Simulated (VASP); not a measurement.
Runs of VASP 6.6.1 on BiTe. The structure is that of space group Fm-3m (No. 225), or close to it. The cells are those of the table. 

| cell | gap on the mesh (eV) | pressure (GPa) |
| --- | --- | --- |
| a = 4.650 Å, angles 60.0°, 2 atoms | none | (b) |
| a = 4.537 Å, angles 60.0°, 2 atoms | none | 2.1 |
| a = 4.723 Å, angles 60.0°, 2 atoms | none | -3.1 |
| a = 4.497 Å, angles 60.0°, 2 atoms | none | 3.7 |
| a = 4.458 Å, angles 60.0°, 2 atoms | none | (a) |
| a = 4.687 Å, angles 60.0°, 2 atoms | none | -2.3 |
| a = 4.613 Å, angles 60.0°, 2 atoms | none | (c) |
| a = 4.417 Å, angles 60.0°, 2 atoms | none | 7.5 |

Alike in all rows: task single point; level PBE; potentials or basis VASP PAW PBE potentials, release 64 (Bi_d, Te); no spin polarisation; k mesh 6 × 6 × 6; cutoff (eV) 520; smearing fermi-dirac 0.1 eV.

Question: Estimate the missing entries.

Answer: (a) 5.5; (b) -1.4; (c) -0.4.

Caveats: spin-orbit coupling is left out, which moves the levels of the heavy elements.

A k mesh can miss the band edges, and the runs leave out spin-orbit coupling on Bi, Te.

A gap of «none» marks levels without a gap at the run's occupations.
